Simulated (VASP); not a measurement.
Set up this calculation in VASP 6.6.1, as the native input.

* Task: single point
* Functional: PBE
* Potentials or basis: VASP PAW PBE potentials, release 64 (Pb_d, Br, P)
* Cutoff: 520 eV
* k mesh: 6 × 6 × 4
* Occupations: fermi-dirac, width 0.1 eV
* Spin: no spin polarisation
* Dipole correction: no
* Further INCAR settings: ALGO = Normal; EDIFF = 1e-06; NBANDS = 35

The structure of PPbBr lies in POSCAR:

```
PPbBr
1.0
    4.3046550000      0.0000000000      0.0000000000
    0.0000000000      4.3046550000      0.0000000000
    0.0000000000      0.0000000000      7.8163470000
Pb Br P
2 2 2
Direct
    0.0000000000      0.5000000000      0.1950000000
    0.5000000000      0.0000000000      0.8050000000
    0.0000000000      0.5000000000      0.6500000000
    0.5000000000      0.0000000000      0.3500000000
    0.5000000000      0.5000000000      0.0000000000
    0.0000000000      0.0000000000      0.0000000000
```

The input as run:

INCAR

```
PREC = Accurate ; ENCUT = 520
EDIFF = 1E-6 ; ISMEAR = -1
SIGMA = 0.1 ; LREAL = F
LASPH = T ; NELM = 100
ALGO = Normal ; ISIF = 2
LWAVE = F ; LCHARG = F
GGA = PE ; NBANDS = 35
```

KPOINTS

```
Automatic mesh
0
Gamma
  6 6 4
```

Potentials or basis: VASP PAW PBE potentials, release 64 (Pb_d, Br, P).

Run with:

```bash
$ cat potpaw_PBE.64/Pb_d/POTCAR potpaw_PBE.64/Br/POTCAR potpaw_PBE.64/P/POTCAR > POTCAR
$ mpirun -np 1 vasp_std > vasp.out
```

Results of the run:

```json
{"Pressure": "11.0 GPa", "Largest force": "3.150 eV/Å", "Band gap on the k mesh": "zero (band 26 reaches 5.61 eV, above the bottom of band 27 at 4.93 eV)"}
```

Caveat: spin-orbit coupling is left out, which moves the levels of the heavy elements; forces of over 1 eV/Å act on the atoms, so gaps and moduli don't describe the material at rest.

Run time: 3.2 min on 1 thread of Oxide Virtual Turin-like Processor (shared host), peak memory 0.28 GiB.
